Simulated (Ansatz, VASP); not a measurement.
# Be2C: VASP beside Ansatz

INCAR

```
SYSTEM = Be2C
PREC = Accurate
ENCUT = 600
EDIFF = 1E-6
ISMEAR = 0
SIGMA = 0.01
LREAL = .FALSE.
LASPH = .TRUE.
NELM = 120
ALGO = Normal
ISIF = 2
LWAVE = .FALSE.
LCHARG = .FALSE.
GGA = PS
NBANDS = 11
GGA_COMPAT = .FALSE.
```

The input KPOINTS:

```
Automatic mesh
0
G
  8 8 8
  0 0 0
```

File POSCAR:

```
Be2C
1.0
    0.0000000000      2.1553768814      2.1553768814
    2.1553768814      0.0000000000      2.1553768814
    2.1553768814      2.1553768814      0.0000000000
Be C
2 1
Direct
    0.2500000000      0.2500000000      0.2500000000
    0.7500000000      0.7500000000      0.7500000000
    0.0000000000      0.0000000000      0.0000000000
```

Input for Ansatz:

```yaml
crystal:
  lattice:
    - [0.0, 2.15537688145, 2.15537688145]
    - [2.15537688145, 0.0, 2.15537688145]
    - [2.15537688145, 2.15537688145, 0.0]
  atoms:
    - { symbol: Be, position: [0.25, 0.25, 0.25] }
    - { symbol: Be, position: [0.75, 0.75, 0.75] }
    - { symbol: C, position: [0.0, 0.0, 0.0] }
kpoints:
  mp_grid: { grid: [8, 8, 8] }
scf:
  occupations: { method: fixed }
  convergence: { dr2_threshold: 1.0e-10 }
hamiltonian:
  xc: pbesol
  pseudopotentials: { kind: all_electron, lapw: { basis_error: 0.0005 } }
output:
  forces: true
  stress: true
  eigenstates:
    kpoints:
      - [0.0, 0.0, 0.0]
      - [0.0, -0.5, -0.5]
      - [-0.5, 0.0, -0.5]
      - [-0.5, -0.5, 0.0]
      - [-0.5, 0.0, 0.0]
      - [0.0, -0.5, 0.0]
      - [0.0, 0.0, -0.5]
      - [-0.5, -0.5, -0.5]
  eigenvalues: true
```

Change from the starting cell: unstrained.

Alike in both runs: task single point; functional PBEsol; k mesh 8 × 8 × 8; no spin polarisation.

|  | VASP | Ansatz |
| --- | --- | --- |
| version | VASP 6.6.1 | Ansatz 0.2.0 |
| potentials or method | VASP PAW PBE potentials, release 64 (Be, C), cutoff 600 eV | all-electron LAPW, scalar-relativistic |
| occupations | gaussian, width 0.01 eV | fixed |

```tsv
	VASP	Ansatz	Ansatz less VASP
gap on the k mesh at the Fermi level (eV)	1.07	1.08	+0.011
pressure (GPa)	0.6	-0.2	-0.75
```

VASP's potentials were made for PBE, not for PBEsol. Ansatz ran all-electron here, and VASP with PAW potentials.
